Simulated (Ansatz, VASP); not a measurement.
## K: VASP beside Ansatz

```
K
1.0
    -2.66935    2.66935    2.66935
     2.66935   -2.66935    2.66935
     2.66935    2.66935   -2.66935
K
1
Direct
  0.00000 0.00000 0.00000
```

Change from the starting cell: volume scaled by 1.06.

Alike in both runs: task single point; functional PBEsol; k mesh 10 × 10 × 10; occupations fermi-dirac, width 0.08 eV; no spin polarisation.

```csv
,VASP,Ansatz
version,VASP 6.6.1,Ansatz 0.2.0
potentials or method,"VASP PAW PBE potentials, release 64 (K_sv), cutoff 520 eV","all-electron LAPW, scalar-relativistic"
```

|  | VASP | Ansatz | Ansatz less VASP |
| --- | --- | --- | --- |
| pressure (GPa) | -0.2 | -0.2 | +0.01 |

VASP's potentials were made for PBE, not for PBEsol. Ansatz ran all-electron here, and VASP with PAW potentials.
